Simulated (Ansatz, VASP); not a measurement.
## One calculation of CaGa2O2, two programs

```
CELL_PARAMETERS angstrom
3.50968 -4.04810 0.00168
3.50968 4.04810 0.00168
0.00237 0.00000 3.51047
ATOMIC_POSITIONS crystal
Ca 0.50000 0.50000 0.50000
Ga 0.50000 0.00000 0.00000
Ga 0.00000 0.50000 0.00000
O 0.71635 0.71635 0.99959
O 0.28365 0.28365 0.00041
```

Change from the starting cell: ordered mixture with vacancies on the cation sites of cuprite (C2/m, No. 12).

Alike in both runs: functional PBE; k mesh 4 × 4 × 4; occupations gaussian, width 0.1 eV; no spin polarisation.

Ansatz relaxed the structure, and its values are those at the end. VASP's run is a single point on that final structure, the one shown.

|  | VASP | Ansatz |
| --- | --- | --- |
| version | VASP 6.6.1 | Ansatz 0.2.0 |
| potentials or method | VASP PAW PBE potentials, release 64 (Ca_sv, Ga_d, O), cutoff 520 eV | scalar-relativistic, plane waves, PAW |
| valence electrons in the cell | 48 | 48 |

VASP gave:

```
gap on the k mesh at the Fermi level (eV) : none
pressure (GPa)                            : 0.2
rms of the force components (eV/Å)        : 0.003
```

Estimate Ansatz's values.

gap on the k mesh at the Fermi level (eV): none; pressure (GPa): -0.1; rms of the force components (eV/Å): 0.010.

A gap of «none» marks a metal or a gap that the smearing closes.

The k mesh is coarse, so the values compare programs but aren't converged.
